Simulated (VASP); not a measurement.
**TePb: single point with PBEsol**

The system is TePb.

```xyz
2
Lattice="0.0000 3.2216 3.2216 3.2216 0.0000 3.2216 3.2216 3.2216 0.0000" Properties=species:S:1:pos:R:3 pbc="T T T"
Te    3.2216    3.2216    3.2216
Pb    0.0000    0.0000    0.0000
```

```
Program                : VASP 6.6.1
Task                   : single point
Functional             : PBEsol
Potentials or basis    : VASP PAW PBE potentials, release 64 (Te, Pb_d)
Cutoff                 : 500 eV
k mesh                 : 8 × 8 × 8
Occupations            : gaussian, width 0.02 eV
Spin                   : no spin polarisation
Dipole correction      : no
Further INCAR settings : ALGO = Normal; EDIFF = 1e-06; NBANDS = 17
```

```
Pressure               : 0.0 GPa
Band gap on the k mesh : 0.65 eV, direct
```

Levels at points of the mesh, in eV from the valence-band top:
| k point | band 6 | band 7 | band 8 | band 9 | band 10 | band 11 | band 12 | band 13 | band 14 | band 15 |
| --- | --- | --- | --- | --- | --- | --- | --- | --- | --- | --- |
| (0.00, 0.00, 0.00) | -12.11 | -5.59 | -1.37 | -1.37 | -1.37 | 4.07 | 4.07 | 4.07 | 5.74 | 5.74 |
| (0.50, 0.00, 0.00) | -10.64 | -8.65 | -0.90 | -0.90 | 0.00 | 0.65 | 1.22 | 1.22 | 8.30 | 9.21 |
| (0.50, 0.50, 0.00) | -10.38 | -7.32 | -4.59 | -2.85 | -2.85 | 3.17 | 5.49 | 5.49 | 6.73 | 10.15 |

Wall time 13 s on 1 thread of Intel(R) Xeon(R) 6975P-C (Granite Rapids) (shared host), peak memory 0.21 GiB.

Caveat: the PAW data sets were made with another functional, which shifts forces and pressure a little; spin-orbit coupling is left out, which moves the levels of the heavy elements. A k mesh can miss the band edges.
